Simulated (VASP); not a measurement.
# KIr (CsCl type) (Pm-3m) in VASP: notebook, part 2 of 2

VASP 6.6.1.

## 4. Single point, LDA, non-collinear spin, zero start, spin-orbit coupling

Input file INCAR:

```
PREC = Accurate
ENCUT = 520
EDIFF = 1E-6
ISMEAR = -1
SIGMA = 0.05
LREAL = F
LASPH = T
NELM = 150
ALGO = Normal
ISIF = 2
LWAVE = F
LCHARG = F
MAGMOM = 0 0 0 0 0 0
LORBIT = 11
LSORBIT = T
GGA_COMPAT = F
LORBMOM = T
LMAXMIX = 4
GGA = CA
NBANDS = 30
```

Input file KPOINTS:

```
Automatic mesh
0
Gamma
  10 10 10
```

Input file POSCAR:

```
KIr
1.0
    3.4457357822      0.0000000000      0.0000000000
    0.0000000000      3.4457357822      0.0000000000
    0.0000000000      0.0000000000      3.4457357822
K Ir
1 1
Direct
    0.0000000000      0.0000000000      0.0000000000
    0.5000000000      0.5000000000      0.5000000000
```

Potentials or basis: VASP PAW LDA potentials, release 64 (K_sv, Ir).

Launch:

```sh
$ cat potpaw_LDA.64/K_sv/POTCAR potpaw_LDA.64/Ir/POTCAR > POTCAR
$ mpirun -np 1 vasp_ncl > vasp.out
```

OUTCAR:

```text
PREC = Accurate
   ENCUT = 520
   EDIFF = 1E-6
   ISMEAR = -1
   LREAL = F
   LASPH = T
   NELM = 150
   ISIF = 2
   LORBIT = 11
   LSORBIT = T
   GGA = CA

 ion  position               nearest neighbor table
   1  0.000  0.000  0.000-   2 2.98   2 2.98   2 2.98   2 2.98   2 2.98   2 2.98   2 2.98   2 2.98

   2  0.500  0.500  0.500-   1 2.98   1 2.98   1 2.98   1 2.98   1 2.98   1 2.98   1 2.98   1 2.98

  LATTYP: Found a simple cubic cell.
 ALAT       =     3.4457357822

  Lattice vectors:

 A1 = (   3.4457357822,   0.0000000000,   0.0000000000)
 A2 = (   0.0000000000,   3.4457357822,   0.0000000000)
 A3 = (   0.0000000000,   0.0000000000,   3.4457357822)

Analysis of symmetry for initial positions (statically):
=====================================================================
 Subroutine PRICEL returns:
 Original cell was already a primitive cell.

 Routine SETGRP: Setting up the symmetry group for a
 simple cubic supercell.

 Subroutine GETGRP returns: Found 48 space group operations
 (whereof 48 operations were pure point group operations)
 out of a pool of 48 trial point group operations.

The static configuration has the point symmetry O_h .

Analysis of symmetry for dynamics (positions and initial velocities):
=====================================================================
 Subroutine PRICEL returns:
 Original cell was already a primitive cell.

 Routine SETGRP: Setting up the symmetry group for a
 simple cubic supercell.

 Subroutine GETGRP returns: Found 48 space group operations
 (whereof 48 operations were pure point group operations)
 out of a pool of 48 trial point group operations.

The dynamic configuration has the point symmetry O_h .

Analysis of structural, dynamic, and magnetic symmetry:
=====================================================================
 Subroutine PRICEL returns:
 Original cell was already a primitive cell.

[... 1001 lines left out ...]

 orbital moment (y)

 # of ion     p       d       tot
 ----------------------------------------
  1        -0.000   0.000  -0.000
  2        -0.000  -0.000  -0.000
 ----------------------------------------
           -0.000  -0.000  -0.000

 orbital moment (z)

 # of ion     p       d       tot
 ----------------------------------------
  1         0.000  -0.000  -0.000
  2        -0.000   0.000  -0.000
 ----------------------------------------
           -0.000  -0.000  -0.000

 Spin-Orbit-Coupling matrix elements

 Ion:    1  E_soc:     -0.0112424
 l=   1
     0.0000000    -0.0018571    -0.0018571
    -0.0018571     0.0000000    -0.0018571
    -0.0018571    -0.0018571     0.0000000
 l=   2
     0.0000000    -0.0000080     0.0000000    -0.0000080    -0.0000086
    -0.0000080     0.0000000    -0.0000065    -0.0000080    -0.0000022
     0.0000000    -0.0000065     0.0000000    -0.0000065     0.0000000
    -0.0000080    -0.0000080    -0.0000065     0.0000000    -0.0000022
    -0.0000086    -0.0000022     0.0000000    -0.0000022     0.0000000
 l=   3
     0.0000000     0.0000000     0.0000000     0.0000000     0.0000000     0.0000000     0.0000000
     0.0000000     0.0000000     0.0000000     0.0000000     0.0000000     0.0000000     0.0000000
     0.0000000     0.0000000     0.0000000     0.0000000     0.0000000     0.0000000     0.0000000
     0.0000000     0.0000000     0.0000000     0.0000000     0.0000000     0.0000000     0.0000000
     0.0000000     0.0000000     0.0000000     0.0000000     0.0000000     0.0000000     0.0000000
     0.0000000     0.0000000     0.0000000     0.0000000     0.0000000     0.0000000     0.0000000
     0.0000000     0.0000000     0.0000000     0.0000000     0.0000000     0.0000000     0.0000000

 Ion:    2  E_soc:     -0.8698094
 l=   1
     0.0000000    -0.0092454    -0.0092454
    -0.0092454     0.0000000    -0.0092454
    -0.0092454    -0.0092454     0.0000000
 l=   2
     0.0000000    -0.0327819     0.0000000    -0.0327819    -0.1029410
    -0.0327819     0.0000000    -0.0772057    -0.0327819    -0.0257352
     0.0000000    -0.0772057     0.0000000    -0.0772057     0.0000000
    -0.0327819    -0.0327819    -0.0772057     0.0000000    -0.0257352
    -0.1029410    -0.0257352     0.0000000    -0.0257352     0.0000000
 l=   3
     0.0000000     0.0000000     0.0000000     0.0000000     0.0000000     0.0000000     0.0000000
     0.0000000     0.0000000     0.0000000     0.0000000     0.0000000     0.0000000     0.0000000
     0.0000000     0.0000000     0.0000000     0.0000000     0.0000000     0.0000000     0.0000000
     0.0000000     0.0000000     0.0000000     0.0000000     0.0000000     0.0000000     0.0000000
     0.0000000     0.0000000     0.0000000     0.0000000     0.0000000     0.0000000     0.0000000
     0.0000000     0.0000000     0.0000000     0.0000000     0.0000000     0.0000000     0.0000000
     0.0000000     0.0000000     0.0000000     0.0000000     0.0000000     0.0000000     0.0000000

 total charge

# of ion       s       p       d       tot
------------------------------------------
    1        1.999   5.560   0.132   7.691
    2        0.635   0.129   7.107   7.870
--------------------------------------------------
tot          2.633   5.689   7.239  15.561

 magnetization (x)

# of ion       s       p       d       tot
------------------------------------------
    1        0.000   0.000   0.000   0.000
    2        0.000   0.000   0.000   0.000
--------------------------------------------------
tot          0.000   0.000   0.000   0.000

 magnetization (y)

# of ion       s       p       d       tot
------------------------------------------
    1       -0.000  -0.000   0.000  -0.000
    2        0.000  -0.000   0.000   0.000
--------------------------------------------------
tot         -0.000  -0.000   0.000   0.000

 magnetization (z)

# of ion       s       p       d       tot
------------------------------------------
    1       -0.000   0.000  -0.000  -0.000
    2       -0.000  -0.000   0.000   0.000
--------------------------------------------------
tot         -0.000   0.000   0.000   0.000
```

stdout:

```text
POSCAR found type information on POSCAR K Ir
 POSCAR found :  2 types and       2 ions
 scaLAPACK will be used
 LDA part: xc-table for (Slater(with rela. corr.)+CA(PZ))
 , standard interpolation
 POSCAR, INCAR and KPOINTS ok, starting setup
 FFT: planning ... GRIDC
 FFT: planning ... GRID_SOFT
 FFT: planning ... GRID
 WAVECAR not read
 entering main loop
```

Wall time 2.3 min (1 thread of Intel Xeon 6975P-C, shared host); peak memory 0.27 GiB.

What came out:

| Quantity | Value |
| --- | --- |
| Free energy | -8.3755 eV |
| Pressure | 1.8 GPa |
| Net moment | 0.00 μB per cell |
| Valence electrons inside the program's atomic spheres | K 7.69; Ir 7.87 |

Moments on the atoms (μB; x, y, z):
```
K   0.00 0.00 0.00
Ir  0.00 0.00 0.00
```
